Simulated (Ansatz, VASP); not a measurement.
# SiC in VASP and in Ansatz

```
Si C
1.0
     3.09500    0.00000    0.00000
    -1.54750    2.68035    0.00000
     0.00000    0.00000   15.17000
Si C
6 6
Direct
  0.00000 0.00000 0.12505
  0.00000 0.00000 0.62505
  0.33333 0.66667 0.29183
  0.66667 0.33333 0.79183
  0.33333 0.66667 0.95832
  0.66667 0.33333 0.45832
  0.00000 0.00000 0.99967
  0.00000 0.00000 0.49967
  0.33333 0.66667 0.16683
  0.66667 0.33333 0.66683
  0.33333 0.66667 0.83331
  0.66667 0.33333 0.33331
```

Alike in both runs: task electric field gradients; functional r2SCAN; k mesh 10 × 10 × 2; occupations fermi-dirac, width 0.02 eV; no spin polarisation.

|  | VASP | Ansatz |
| --- | --- | --- |
| version | VASP 6.6.1 | Ansatz 0.2.0 |
| potentials or method | VASP PAW PBE potentials, release 64 (Si, C) | plane-wave PAW, scalar-relativistic |
| plane-wave cutoff (eV) | 520 | 500 |
| valence electrons in the cell | 48 | 48 |

Ansatz gave:

| Item | Value |
| --- | --- |
| gap on the k mesh at the Fermi level (eV) | 2.39 |
| pressure (GPa) | -3.3 |
| traceless stress, the component that is largest in VASP (GPa) | 0.44 |
| size of Vzz on the site where it differs most (V/Å²) | 1.8 |

Problem. Which values does VASP return?

Solution. gap on the k mesh at the Fermi level (eV): 2.40; pressure (GPa): -3.5; traceless stress, the component that is largest in VASP (GPa): 0.44; size of Vzz on the site where it differs most (V/Å²): 1.9.

VASP's potentials were made for PBE, not for r2SCAN. With one functional, cell and mesh, what is left measures potentials, basis and numerics.
